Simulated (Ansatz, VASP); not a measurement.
**TlBr: VASP beside Ansatz**

INCAR

```
SYSTEM = TlBr
ALGO = Normal ; EDIFF = 1E-6
ENCUT = 500 ; GGA = PS
GGA_COMPAT = .False. ; ISIF = 2
ISMEAR = 0 ; LASPH = .True.
LCHARG = .False. ; LREAL = .False.
LWAVE = .False. ; NBANDS = 17
NELM = 120 ; PREC = Accurate
SIGMA = 0.02
```

File KPOINTS:

```
k-points
0
Gamma
  8 8 8
  0 0 0
```

The input POSCAR:

```
TlBr
1.0
    4.0978737000      0.0000000000      0.0000000000
    0.0000000000      4.0978737000      0.0000000000
    0.0000000000      0.0000000000      4.0978737000
Tl Br
1 1
Direct
    0.0000000000      0.0000000000      0.0000000000
    0.5000000000      0.5000000000      0.5000000000
```

Input for Ansatz:

```yaml
crystal:
  lattice:
    - [4.0978737, 0.0, 0.0]
    - [0.0, 4.0978737, 0.0]
    - [0.0, 0.0, 4.0978737]
  atoms:
    - { symbol: Tl, position: [0.0, 0.0, 0.0] }
    - { symbol: Br, position: [0.5, 0.5, 0.5] }
basis:
  ecutwfc: 420
kpoints:
  mp_grid: { grid: [8, 8, 8] }
hamiltonian:
  xc: pbesol
scf:
  occupations: { method: gaussian, width: 0.02 }
output:
  forces: true
  stress: true
  eigenvalues: true
```

Alike in both runs: task single point; functional PBEsol; k mesh 8 × 8 × 8; occupations gaussian, width 0.02 eV; no spin polarisation.

|  | VASP | Ansatz |
| --- | --- | --- |
| version | VASP 6.6.1 | Ansatz 0.2.0 |
| potentials or method | VASP PAW PBE potentials, release 64 (Tl_d, Br), cutoff 500 eV | scalar-relativistic, plane waves, PAW |
| valence electrons in the cell | 20 | 20 |

```tsv
	VASP	Ansatz	Ansatz less VASP
gap on the k mesh at the Fermi level (eV)	1.95	1.95	-0.004
least direct gap on the mesh (eV)	1.95	1.95	-0.004
pressure (GPa)	-2.6	-2.6	+0.03
```

VASP's potentials were made for PBE, not for PBEsol. With one functional, cell and mesh, what is left measures potentials, basis and numerics.

Spin-orbit coupling is off throughout.
